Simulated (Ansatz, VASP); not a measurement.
**One calculation of Fe3I, two programs**

```
Fe I
1.0
     4.18802    0.00000    0.00000
     0.00000    4.18802    0.00000
     0.00000    0.00000    4.18802
Fe I
3 1
Cartesian
  0.0000 2.0940 2.0940
  2.0940 0.0000 2.0940
  2.0940 2.0940 0.0000
  0.0000 0.0000 0.0000
```

Alike in both runs: task single point; functional PBE; k mesh 4 × 4 × 4; occupations gaussian, width 0.1 eV; collinear spin.

```csv
,VASP,Ansatz
version,VASP 6.6.1,Ansatz 0.2.0
potentials or method,"VASP PAW PBE potentials, release 64 (Fe, I), cutoff 520 eV","scalar-relativistic, plane waves, PAW"
valence electrons in the cell,31,65
```

|  | VASP | Ansatz | Ansatz less VASP |
| --- | --- | --- | --- |
| gap on the k mesh at the Fermi level (eV) | none | none | - |
| pressure (GPa) | -11.6 | -11.6 | +0.03 |
| net moment per atom (μB) | 2.19 | 2.19 | +0.004 |
| size of the moment on the site where the two differ most (μB) | 2.88 | 2.92 | +0.046 |

Site moments also hang on the region over which each program counts them. A gap of «none» marks a metal or a gap that the smearing closes. With one functional, cell and mesh, what is left measures potentials, basis and numerics. VASP's potentials hold 31 valence electrons a cell and Ansatz's 65, so a difference there can come from the potentials and not from the codes.

The k mesh is coarse, so the values compare programs but aren't converged. Neither program's run includes spin-orbit coupling.
